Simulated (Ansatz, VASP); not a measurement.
# One calculation of Fe3Co2, two programs

```
Fe Co
1.0
     2.50722    0.00000    0.00000
    -1.25361    2.17132    0.00000
     0.00000    0.00000   21.26520
Fe Co
6 4
Direct
  0.33333 0.66667 0.00000
  0.33333 0.66667 0.19864
  0.33333 0.66667 0.39736
  0.33333 0.66667 0.60264
  0.33333 0.66667 0.80136
  0.66667 0.33333 0.50000
  0.66667 0.33333 0.09934
  0.66667 0.33333 0.29777
  0.66667 0.33333 0.70223
  0.66667 0.33333 0.90066
```

Alike in both runs: functional PBE; k mesh 6 × 6 × 1; occupations gaussian, width 0.1 eV; collinear spin.

Ansatz relaxed the structure, and its values are those at the end. VASP's run is a single point on that final structure, the one shown.

```csv
,VASP,Ansatz
version,VASP 6.6.1,Ansatz 0.2.0
potentials or method,"VASP PAW PBE potentials, release 64 (Fe, Co), cutoff 520 eV","scalar-relativistic, plane waves, PAW"
valence electrons in the cell,84,164
```

Ansatz gave:

| Quantity | Value |
| --- | --- |
| gap on the k mesh at the Fermi level (eV) | none |
| pressure (GPa) | 0.0 |
| rms of the force components (eV/Å) | 0.001 |
| net moment per atom (μB) | 2.22 |
| size of the moment on the site where the two differ most (μB) | 1.77 |

**Question.** What did VASP give for the same quantities?

**Answer.** gap on the k mesh at the Fermi level (eV): none; pressure (GPa): -0.4; rms of the force components (eV/Å): 0.007; net moment per atom (μB): 2.20; size of the moment on the site where the two differ most (μB): 1.69.

Site moments also hang on the region over which each program counts them. A gap of «none» marks a metal or a gap that the smearing closes. With one functional, cell and mesh, what is left measures potentials, basis and numerics. VASP's potentials hold 84 valence electrons a cell and Ansatz's 164, so a difference there can come from the potentials and not from the codes.

The k mesh is coarse, so the values compare programs but aren't converged. Noted on VASP's run: too few bands were computed for a metal, which touches its energy and stress.
